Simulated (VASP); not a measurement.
# Cu in VASP: single point with PBE

Aim: the single point of Cu with PBE.

Program: VASP 6.6.1. These are calculated values, not measurements. Logs are shortened: lines on timing, memory, paths and dates and some standing lists are left out, and cuts for length are marked.

**1. The cell of the first run**

The cell holds a slab with vacuum, 12 atoms: a = 4.446 Å, b = 4.446 Å, c = 23.287 Å, α = 90.00°, β = 90.00°, γ = 120.00°.

**2. Single point, PBE**

File INCAR:

```
SYSTEM = Cu
PREC = Accurate
ENCUT = 520
EDIFF = 1E-6
ISMEAR = 0
SIGMA = 0.1
LREAL = .FALSE.
LASPH = .TRUE.
NELM = 60
ALGO = Normal
ISIF = 2
LWAVE = .FALSE.
LCHARG = .FALSE.
LDIPOL = .TRUE.
IDIPOL = 3
DIPOL = 0.5 0.5 0.500
GGA = PE
NBANDS = 78
```

File KPOINTS:

```
regular mesh
0
G
  9 9 1
  0 0 0
```

File POSCAR:

```
Cu
1.0
    4.4455155601      0.0000000000      0.0000000000
   -2.2227577801      3.8499294080      0.0000000000
    0.0000000000      0.0000000000     23.2869083969
Cu
12
Direct
    0.0000000000      0.3333333333      0.3650119567
    0.3333333333      0.0000000000      0.3650119567
    0.6666666667      0.6666666667      0.3650119567
    0.3333333333      0.3333333333      0.4550039856
    0.6666666667      0.0000000000      0.4550039856
    0.0000000000      0.6666666667      0.4550039856
    0.6666666667      0.3333333333      0.5444446848
    0.0000000000      0.0000000000      0.5444446848
    0.3333333333      0.6666666667      0.5444446848
    0.0000000000      0.3333333333      0.6338063932
    0.3333333333      0.0000000000      0.6338063932
    0.6666666667      0.6666666667      0.6338063932
```

Potentials or basis: VASP PAW PBE potentials, release 64 (Cu).

Command:

```bash
$ cat potpaw_PBE.64/Cu/POTCAR > POTCAR
$ mpirun -np 1 vasp_std > vasp.out
```

OUTCAR:

```text
SYSTEM = Cu
   PREC = Accurate
   ENCUT = 520
   EDIFF = 1E-6
   ISMEAR = 0
   LREAL = .FALSE.
   LASPH = .TRUE.
   NELM = 60
   ISIF = 2
   GGA = PE

 ion  position               nearest neighbor table
   1  0.000  0.333  0.365-   2 2.57   3 2.57   3 2.57   2 2.57   3 2.57   2 2.57   4 2.57   5 2.57
                             6 2.57
   2  0.333  0.000  0.365-   3 2.57   1 2.57   1 2.57   3 2.57   1 2.57   3 2.57   6 2.57   4 2.57
                             5 2.57
   3  0.667  0.667  0.365-   2 2.57   1 2.57   1 2.57   2 2.57   1 2.57   2 2.57   6 2.57   5 2.57
                             4 2.57
   4  0.333  0.333  0.455-   8 2.56   7 2.56   9 2.56   5 2.57   6 2.57   6 2.57   6 2.57   5 2.57
                             5 2.57   1 2.57   2 2.57   3 2.57
   5  0.667  0.000  0.455-   8 2.56   7 2.56   9 2.56   4 2.57   6 2.57   6 2.57   4 2.57   4 2.57
                             6 2.57   1 2.57   3 2.57   2 2.57
   6  0.000  0.667  0.455-   9 2.56   8 2.56   7 2.56   5 2.57   4 2.57   5 2.57   4 2.57   4 2.57
                             5 2.57   3 2.57   2 2.57   1 2.57
   7  0.667  0.333  0.544-  10 2.55  11 2.55  12 2.55   5 2.56   6 2.56   4 2.56   9 2.57   8 2.57
                             9 2.57   8 2.57   8 2.57   9 2.57
   8  0.000  0.000  0.544-  11 2.55  12 2.55  10 2.55   5 2.56   4 2.56   6 2.56   9 2.57   7 2.57
                             7 2.57   9 2.57   7 2.57   9 2.57
   9  0.333  0.667  0.544-  11 2.55  10 2.55  12 2.55   6 2.56   5 2.56   4 2.56   7 2.57   8 2.57
                             7 2.57   8 2.57   8 2.57   7 2.57
  10  0.000  0.333  0.634-   7 2.55   8 2.55   9 2.55  11 2.57  12 2.57  12 2.57  11 2.57  12 2.57
                            11 2.57
  11  0.333  0.000  0.634-   8 2.55   9 2.55   7 2.55  12 2.57  10 2.57  10 2.57  12 2.57  10 2.57
                            12 2.57
  12  0.667  0.667  0.634-   8 2.55   9 2.55   7 2.55  11 2.57  10 2.57  10 2.57  11 2.57  10 2.57
                            11 2.57

  LATTYP: Found a hexagonal cell.
 ALAT       =     4.4455155601
 C/A-ratio  =     5.2382919556

  Lattice vectors:

 A1 = (   4.4455155601,   0.0000000000,   0.0000000000)
 A2 = (  -2.2227577801,   3.8499294080,   0.0000000000)
 A3 = (   0.0000000000,   0.0000000000,  23.2869083969)

Analysis of symmetry for initial positions (statically):
=====================================================================
 Subroutine PRICEL returns following result:

  LATTYP: Found a hexagonal cell.
 ALAT       =     2.5666196050
 C/A-ratio  =     9.0729878129

  Lattice vectors:

 A1 = (  -2.2227577796,  -1.2833098029,   0.0000000000)
 A2 = (   2.2227577798,  -1.2833098025,   0.0000000000)
 A3 = (   0.0000000000,   0.0000000000,  23.2869083969)

   3 primitive cells build up your supercell.

 Routine SETGRP: Setting up the symmetry group for a
 hexagonal supercell.

 Subroutine GETGRP returns: Found  6 space group operations
 (whereof  6 operations were pure point group operations)
 out of a pool of 24 trial point group operations.

The static configuration has the point symmetry C_3v.

Analysis of symmetry for dynamics (positions and initial velocities):
=====================================================================
 Subroutine PRICEL returns following result:

  LATTYP: Found a hexagonal cell.
 ALAT       =     2.5666196050
 C/A-ratio  =     9.0729878129

  Lattice vectors:

 A1 = (  -2.2227577796,  -1.2833098029,   0.0000000000)
 A2 = (   2.2227577798,  -1.2833098025,   0.0000000000)
 A3 = (   0.0000000000,   0.0000000000,  23.2869083969)

   3 primitive cells build up your supercell.

 Routine SETGRP: Setting up the symmetry group for a
 hexagonal supercell.

 Subroutine GETGRP returns: Found  6 space group operations
 (whereof  6 operations were pure point group operations)
 out of a pool of 24 trial point group operations.

The dynamic configuration has the point symmetry C_3v.

 Subroutine INISYM returns: Found  6 space group operations
 (whereof  6 operations are pure point group operations),
 and found     3 'primitive' translations

----------------------------------------------------------------------------------------

                                     Primitive cell

  volume of cell :     132.8512

  direct lattice vectors                    reciprocal lattice vectors
    -2.222757780 -1.283309803  0.000000000    -0.224945788 -0.389617533  0.000000000
     2.222757780 -1.283309803  0.000000000     0.224945788 -0.389617533  0.000000000
     0.000000000  0.000000000 23.286908397     0.000000000  0.000000000  0.042942583

  length of vectors
     2.566619605  2.566619605 23.286908397     0.449891576  0.449891576  0.042942583

  position of ions in fractional coordinates (direct lattice)
     0.666666667  0.333333333  0.365011957
     0.333333333  0.666666667  0.455003986
     0.000000000  0.000000000  0.544444685
     0.666666667  0.333333333  0.633806393

  ion indices of the primitive-cell ions
   primitive index   ion index
                 1           1
                 2           4
                 3           7
                 4          10

----------------------------------------------------------------------------------------

 KPOINTS: regular mesh

Automatic generation of k-mesh.
 Grid dimensions read from file:
 generate k-points for:    9    9    1

 Generating k-lattice:

  Cartesian coordinates                     Fractional coordinates (reciprocal lattice)
     0.024993976  0.014430279  0.000000000     0.111111111  0.000000000  0.000000000
     0.000000000  0.028860558  0.000000000     0.000000000  0.111111111  0.000000000
     0.000000000  0.000000000  0.042942583     0.000000000  0.000000000  1.000000000

  Length of vectors
     0.028860558  0.028860558  0.042942583

  Shift w.r.t. Gamma in fractional coordinates (k-lattice)
     0.000000000  0.000000000  0.000000000

 Subroutine IBZKPT returns following result:
 ===========================================

 Found     12 irreducible k-points:

 Following reciprocal coordinates:
            Coordinates               Weight
  0.000000  0.000000  0.000000      1.000000
  0.111111 -0.000000  0.000000      6.000000
  0.222222  0.000000  0.000000      6.000000
  0.333333 -0.000000  0.000000      6.000000
  0.444444  0.000000  0.000000      6.000000
  0.111111  0.111111  0.000000      6.000000
  0.222222  0.111111  0.000000     12.000000
  0.333333  0.111111  0.000000     12.000000
  0.444444  0.111111  0.000000      6.000000
  0.222222  0.222222  0.000000      6.000000
  0.333333  0.222222  0.000000     12.000000
  0.333333  0.333333  0.000000      2.000000
   k-points           NKPTS =     12   k-points in BZ     NKDIM =     12   number of bands    NBANDS=     78
   number of dos      NEDOS =    301   number of ions     NIONS =     12
   total plane-waves  NPLWV = 233280
   dimension x,y,z NGX =    36 NGY =   36 NGZ =  180
   dimension x,y,z NGXF=    72 NGYF=   72 NGZF=  360
   ions per type =              12
   NGX,Y,Z   is equivalent  to a cutoff of  13.46, 13.46, 12.85 a.u.
   NGXF,Y,Z  is equivalent  to a cutoff of  26.93, 26.93, 25.70 a.u.
 SYSTEM =  Cu
   PREC   = accura    normal or accurate (medium, high low for compatibility)
   ISTART =      0    job   : 0-new  1-cont  2-samecut
   ICHARG =      2    charge: 1-file 2-atom 10-const
   ISPIN  =      1    spin polarized calculation?
   LNONCOLLINEAR =      F non collinear calculations
   LSORBIT =      F    spin-orbit coupling
   LASPH  =      T    aspherical Exc in radial PAW
   ENCUT  =  520.0 eV  38.22 Ry    6.18 a.u.   8.27  8.27 43.30*2*pi/ulx,y,z
   NELM   =     60;   NELMIN=  2; NELMDL= -5     # of ELM steps
   EDIFF  = 0.1E-05   stopping-criterion for ELM
   LREAL  =      F    real-space projection
   EDIFFG = 0.1E-04   stopping-criterion for IOM
   NSW    =      0    number of steps for IOM
   IBRION =     -1    ionic relax: 0-MD 1-quasi-New 2-CG
   NFREE  =      0    steps in history (QN), initial steepest desc. (CG)
   ISIF   =      2    stress and relaxation
   ISYM   =      2    0-nonsym 1-usesym 2-fastsym
   POTIM  = 0.5000    time-step for ionic-motion
   TEBEG  =    0.0;   TEEND  =   0.0 temperature during run
   PSTRESS=    0.0 pullay stress
   NELECT =     132.0000    total number of electrons
   NUPDOWN=      -1.0000    fix difference up-down
   EMIN   =  10.00;   EMAX   =-10.00  energy-range for DOS
   EFERMI =   0.00;   METHOD = LEGACY
   ISMEAR =     0;   SIGMA  =   0.10  broadening in eV -4-tet -1-fermi 0-gaus
   EFERMI_NEDOS =   21; number of points for ismear=-14 and -15
   IALGO  =     38    algorithm
   IMIX   =      4    mixing-type and parameters
     AMIX     =   0.40;   BMIX     =  1.00
     AMIX_MAG =   1.60;   BMIX_MAG =  1.00
  volume/ion in A,a.u.               =      33.21       224.13
  Fermi-wavevector in a.u.,A,eV,Ry     =   1.132671  2.140438 17.455517  1.282944
  Thomas-Fermi vector in A             =   2.269373
   LORBIT       =      0    0 simple, 1 ext, 2 COOP (PROOUT), +10 PAW based schemes
   GGA     = PE    functional components
   LHFCALC =     F    Hartree Fock is set to
   AEXX    =    0.0000 exact exchange contribution
   IVDW    =     0    specifies the selected vdW correction
   LEPSILON=     F    determine dielectric tensor
   LRPA    =     F    only Hartree local field effects (RPA)
 non-spin polarized calculation
 Gauss-broadening in eV      SIGMA  =   0.10
  energy-cutoff  :      520.00
  volume of cell :      398.55
 maximum number of plane-waves:     10773
 NGX is ok and might be reduce to    36
   NGX = 17   NGY = 17   NGZ = 87

 dipolmoment           0.000000      0.000000      0.000383 electrons x Angstroem

 number of electron     131.9999892 magnetization

 dipolmoment           0.000000      0.000000     -0.000710 electrons x Angstroem

 Free energy of the ion-electron system (eV)
  ---------------------------------------------------
  ext. energy  EPLUGINS =         0.00000000
  ---------------------------------------------------
  free energy    TOTEN  =       -41.97624886 eV

  energy without entropy =      -41.95626186  energy(sigma->0) =      -41.96625536

 E-fermi :  -0.2932     XC(G=0):  -5.3295

 val. band max:       -0.3467555523   @ k =   0.2222   0.1111   0.0000
 cond. band min:      -0.2076668471   @ k =   0.2222   0.1111   0.0000
 fundamental gap:      0.1390887052
 Fermi energy:        -0.2932190272

 k-point     1 :       0.0000    0.0000    0.0000
  band No.  band energies     occupation
      1      -9.1906      2.00000
      2      -7.8908      2.00000
      3      -6.2312      2.00000
      4      -5.4138      2.00000
      5      -4.2613      2.00000
      6      -4.2613      2.00000
[... 70 lines left out ...]
     77       4.1451      0.00000
     78       4.7942      0.00000

 k-point     2 :       0.1111   -0.0000    0.0000
  band No.  band energies     occupation
      1      -9.0601      2.00000
      2      -7.7656      2.00000
      3      -6.1160      2.00000
      4      -5.3228      2.00000
      5      -4.4485      2.00000
      6      -4.4287      2.00000
[... 70 lines left out ...]
     77       4.8815      0.00000
     78       5.2512      0.00000
[... 727 lines left out ...]
     77       5.9002      0.00000
     78       6.1998      0.00000

 k-point    12 :       0.3333    0.3333    0.0000
  band No.  band energies     occupation
      1      -6.1864      2.00000
      2      -6.1864      2.00000
      3      -6.1864      2.00000
      4      -5.4090      2.00000
      5      -5.4090      2.00000
      6      -5.4090      2.00000
[... 70 lines left out ...]
     77       6.4277      0.00000
     78       6.4277      0.00000

------------------------ aborting loop because EDIFF is reached ----------------------------------------

 vacuum level on the upper side and lower side of the slab       (xc-potential included)        -0.141        -0.133

  FORCE on cell =-STRESS in cart. coord.  units (eV):
  Direction    XX          YY          ZZ          XY          YZ          ZX
  --------------------------------------------------------------------------------------
  -------------------------------------------------------------------------------------
  Total       -3.3062347     -3.3062347     -0.0450866      0.0000000      0.0000000     -0.0000000
  in kB      -13.2909961    -13.2909961     -0.1812471      0.0000000      0.0000000     -0.0000000
  external PRESSURE =      -8.9210798 kB  Pullay stress =       0.0000000 kB

 VOLUME and BASIS-vectors are now :
 -----------------------------------------------------------------------------
  energy-cutoff  :      520.00
  volume of cell :      398.55
      direct lattice vectors                 reciprocal lattice vectors
     4.445515560  0.000000000  0.000000000     0.224945788  0.129872511  0.000000000
    -2.222757780  3.849929408  0.000000000     0.000000000  0.259745022  0.000000000
     0.000000000  0.000000000 23.286908397     0.000000000  0.000000000  0.042942583

 POSITION                                       TOTAL-FORCE (eV/Angst)
 -----------------------------------------------------------------------------------
     -0.74092      1.28331      8.50000        -0.000000      0.000000      0.033505
      1.48184      0.00000      8.50000         0.000000      0.000000      0.033505
      1.48184      2.56662      8.50000        -0.000000      0.000000      0.033505
      0.74092      1.28331     10.59564        -0.000000      0.000000     -0.053424
      2.96368      0.00000     10.59564        -0.000000      0.000000     -0.053424
     -1.48184      2.56662     10.59564        -0.000000      0.000000     -0.053424
      2.22276      1.28331     12.67843         0.000000      0.000000     -0.000251
      0.00000      0.00000     12.67843         0.000000      0.000000     -0.000251
     -0.00000      2.56662     12.67843         0.000000      0.000000     -0.000251
     -0.74092      1.28331     14.75939         0.000000     -0.000000      0.020170
      1.48184      0.00000     14.75939         0.000000     -0.000000      0.020170
      1.48184      2.56662     14.75939         0.000000     -0.000000      0.020170
 -----------------------------------------------------------------------------------
    total drift:                               -0.000000     -0.000000      0.004414

  FREE ENERGIE OF THE ION-ELECTRON SYSTEM (eV)
  ---------------------------------------------------
  free  energy   TOTEN  =       -41.9762488588 eV

  energy  without entropy=      -41.9562618591  energy(sigma->0) =      -41.96625536

 vacuum level on the upper side and lower side of the slab         4.341         4.350
```

Wall time 12 min (1 thread of AMD EPYC 7R13 (Zen 3), shared host); peak memory 0.6 GiB.

Results:

- Free energy: -41.9762 eV
- Largest force: 0.053 eV/Å
- Band gap on the k mesh: zero (bands 66 and 67 overlap by 4.21 eV)

Forces in eV/Å, atoms in the order of the input:
```
Cu   0.000  0.000  0.034
Cu   0.000  0.000  0.034
Cu   0.000  0.000  0.034
Cu   0.000  0.000 -0.053
Cu   0.000  0.000 -0.053
Cu   0.000  0.000 -0.053
Cu   0.000  0.000  0.000
Cu   0.000  0.000  0.000
Cu   0.000  0.000  0.000
Cu   0.000  0.000  0.020
Cu   0.000  0.000  0.020
Cu   0.000  0.000  0.020
```
